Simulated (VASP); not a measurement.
Write the native input for VASP 6.6.1 that does the following.

* Task: single point
* Functional: PBEsol
* Potentials or basis: VASP PAW PBE potentials, release 64 (Rb_sv)
* Cutoff: 520 eV
* k mesh: 10 × 10 × 10
* Occupations: gaussian, width 0.1 eV
* Spin: no spin polarisation
* Dipole correction: no
* Further INCAR settings: ALGO = Fast; EDIFF = 1e-07; NBANDS = 16

The structure of Rb lies in POSCAR:

```
Rb
1.0
    5.9061590106      0.0000000000      0.0000000000
    0.0000000000      5.9061590106      0.0000000000
    0.0000000000      0.0000000000      5.1506434564
Rb
2
Direct
    0.0000000000      0.0000000000      0.0000000000
    0.5000000000      0.5000000000      0.5000000000
```

This cell differs from its parent crystal: biaxial strain in the a-b plane: +6.0 %, then relaxed in part.

These files were run (other wordings do the same):

INCAR

```
SYSTEM = Rb
PREC     = Accurate       ! precision mode
ENCUT    = 520            ! plane-wave cutoff, eV
EDIFF    = 1E-7           ! SCF threshold, eV
ISMEAR   = 0              ! smearing method
SIGMA    = 0.1            ! smearing width, eV
LREAL    = .False.        ! projectors in reciprocal space
LASPH    = .True.         ! aspherical terms in the spheres
NELM     = 60             ! most SCF steps
ALGO     = Fast           ! electronic algorithm
ISIF     = 2              ! what is computed and relaxed
LWAVE    = .False.        ! write WAVECAR
LCHARG   = .True.         ! write CHGCAR
GGA      = PS             ! functional
LELF     = .True.         ! ELF
LVHAR    = .True.       
NBANDS   = 16             ! bands
```

KPOINTS

```
regular mesh
0
Gamma
  10 10 10
  0 0 0
```

Potentials or basis: VASP PAW PBE potentials, release 64 (Rb_sv).

Run with:

```sh
$ cat potpaw_PBE.64/Rb_sv/POTCAR > POTCAR
$ mpirun -np 1 vasp_std > vasp.out
```

Results of the run:

| Item | Value |
| --- | --- |
| Pressure | -0.1 GPa |
| Band gap on the k mesh | zero (bands 9 and 10 overlap by 2.00 eV) |

Caveat: the cell differs from its parent crystal (biaxial strain in the a-b plane: +6.0 %, then relaxed in part); the PAW data sets were made with another functional, which shifts forces and pressure a little.

Run time: 5.8 min on 1 thread of Intel(R) Xeon(R) Platinum 8124M CPU @ 3.00GHz (Skylake/Cascade Lake) (shared host), peak memory 0.47 GiB.
